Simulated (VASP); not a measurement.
A run of VASP 6.6.1 is set up as follows.

The input INCAR:

```
PREC = Accurate
ENCUT = 520
EDIFF = 1E-6
ISMEAR = 0
SIGMA = 0.1
LREAL = F
LASPH = T
NELM = 100
ALGO = Normal
ISIF = 2
LWAVE = F
LCHARG = F
GGA = PE
NBANDS = 22
```

The input KPOINTS:

```
Automatic mesh
0
Gamma
  6 6 6
```

File POSCAR:

```
Hf
1.0
    4.9623295440      0.0000000000      0.0000000000
   -2.4811647720      4.2975034470      0.0000000000
    0.0000000000      0.0000000000      3.0862322500
Hf
3
Direct
    0.6666666700      0.3333333300      0.5000000000
    0.3333333300      0.6666666700      0.5000000000
    0.0000000000      0.0000000000      0.0000000000
```

Potentials or basis: VASP PAW PBE potentials, release 64 (Hf_pv).

Command:

```console
$ cat potpaw_PBE.64/Hf_pv/POTCAR > POTCAR
$ mpirun -np 1 vasp_std > vasp.out
```

(1) Estimate the pressure.

(2) What does it give for the band gap on the k mesh?

## Answers

(1) 1.5 GPa.

(2) zero (bands 15 and 16 overlap by 0.91 eV).

Caveat: spin-orbit coupling is left out, which moves the levels of the heavy elements.
